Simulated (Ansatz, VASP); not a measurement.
**One calculation of Al2O3, two programs**

INCAR

```
PREC = Accurate
ENCUT = 520
EDIFF = 1E-6
ISMEAR = 0
SIGMA = 0.05
LREAL = F
LASPH = T
NELM = 60
ALGO = Normal
ISIF = 2
LWAVE = F
LCHARG = F
GGA = PS
NBANDS = 35
```

KPOINTS

```
regular mesh
0
Gamma
  6 6 6
```

POSCAR

```
Al2O3
1.0
    2.5032663946      1.4452615268      3.9429783403
   -2.5032663946      1.4452615268      3.9429783403
    0.0000000000     -2.8905230535      3.9429783403
Al O
4 6
Direct
    0.8481927811      0.8481927811      0.8481927811
    0.6518072189      0.6518072189      0.6518072189
    0.1518072189      0.1518072189      0.1518072189
    0.3481927811      0.3481927811      0.3481927811
    0.0558571577      0.4441428423      0.7500000000
    0.7500000000      0.0558571577      0.4441428423
    0.4441428423      0.7500000000      0.0558571577
    0.9441428423      0.5558571577      0.2500000000
    0.2500000000      0.9441428423      0.5558571577
    0.5558571577      0.2500000000      0.9441428423
```

Input for Ansatz:

```yaml
crystal:
  lattice:
    - [2.5032663946, 1.4452615268, 3.9429783403]
    - [-2.5032663946, 1.4452615268, 3.9429783403]
    - [0.0, -2.8905230535, 3.9429783403]
  atoms:
    - { symbol: Al, position: [0.8481927811, 0.8481927811, 0.8481927811] }
    - { symbol: Al, position: [0.6518072189, 0.6518072189, 0.6518072189] }
    - { symbol: Al, position: [0.1518072189, 0.1518072189, 0.1518072189] }
    - { symbol: Al, position: [0.3481927811, 0.3481927811, 0.3481927811] }
    - { symbol: O, position: [0.0558571577, 0.4441428423, 0.75] }
    - { symbol: O, position: [0.75, 0.0558571577, 0.4441428423] }
    - { symbol: O, position: [0.4441428423, 0.75, 0.0558571577] }
    - { symbol: O, position: [0.9441428423, 0.5558571577, 0.25] }
    - { symbol: O, position: [0.25, 0.9441428423, 0.5558571577] }
    - { symbol: O, position: [0.5558571577, 0.25, 0.9441428423] }
basis:
  ecutwfc: 520.0
kpoints:
  mp_grid: { grid: [6, 6, 6] }
hamiltonian:
  xc: pbesol
  pseudopotentials: { kind: paw, azcp: { folder: soft_1 } }
scf:
  occupations: { method: gaussian, width: 0.05 }
output:
  forces: true
  stress: true
  eigenvalues: true
  write_density: true
  write_potential: true
  elf: true
  volumetric_format: npy
```

Alike in both runs: task single point; functional PBEsol; k mesh 6 × 6 × 6; occupations gaussian, width 0.05 eV; no spin polarisation.

```csv
,VASP,Ansatz
version,VASP 6.6.1,Ansatz 0.2.0
potentials or method,"VASP PAW PBE potentials, release 64 (Al, O), cutoff 520 eV","scalar-relativistic, plane waves, PAW"
valence electrons in the cell,48,48
```

Ansatz gave:

| Property | Result |
| --- | --- |
| gap on the k mesh at the Fermi level (eV) | 4.74 |
| least direct gap on the mesh (eV) | 4.74 |
| pressure (GPa) | 1.3 |
| traceless stress, the component that is largest in VASP (GPa) | 40.55 |
| rms of the force components (eV/Å) | 0.992 |

Q: Which values does VASP return?

A: gap on the k mesh at the Fermi level (eV): 4.74; least direct gap on the mesh (eV): 4.74; pressure (GPa): 1.5; traceless stress, the component that is largest in VASP (GPa): 40.59; rms of the force components (eV/Å): 1.003.

VASP's potentials were made for PBE, not for PBEsol, and Ansatz warns of the same on its side. Atom by atom the forces differ by 0.013 eV/Å (rms over components). The functional is the same, so the differences come from potentials, cutoffs and numerics.
